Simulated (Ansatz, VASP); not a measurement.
**LiBr in VASP and in Ansatz**

```
CELL_PARAMETERS angstrom
2.70613 2.70613 0.00000
-2.70613 2.70613 0.00000
0.00000 2.70613 2.70613
ATOMIC_POSITIONS crystal
Li 0.00000 0.00000 0.00000
Br 0.50000 0.50000 0.00000
```

Alike in both runs: functional PBEsol; k mesh 12 × 12 × 12; occupations fermi-dirac, width 0.1 eV; no spin polarisation.

Ansatz relaxed the structure, and its values are those at the end. VASP's run is a single point on that final structure, the one shown.

|  | VASP | Ansatz |
| --- | --- | --- |
| version | VASP 6.6.1 | Ansatz 0.2.0 |
| potentials or method | VASP PAW PBE potentials, release 64 (Li_sv, Br) | PAW with Ansatz's default frozen-core files, scalar-relativistic |
| plane-wave cutoff (eV) | 750 | 420 |
| valence electrons in the cell | 10 | 10 |

```csv
,VASP,Ansatz,Ansatz less VASP
pressure (GPa),0.0,0.0,+0.02
```

VASP's potentials were made for PBE, not for PBEsol.
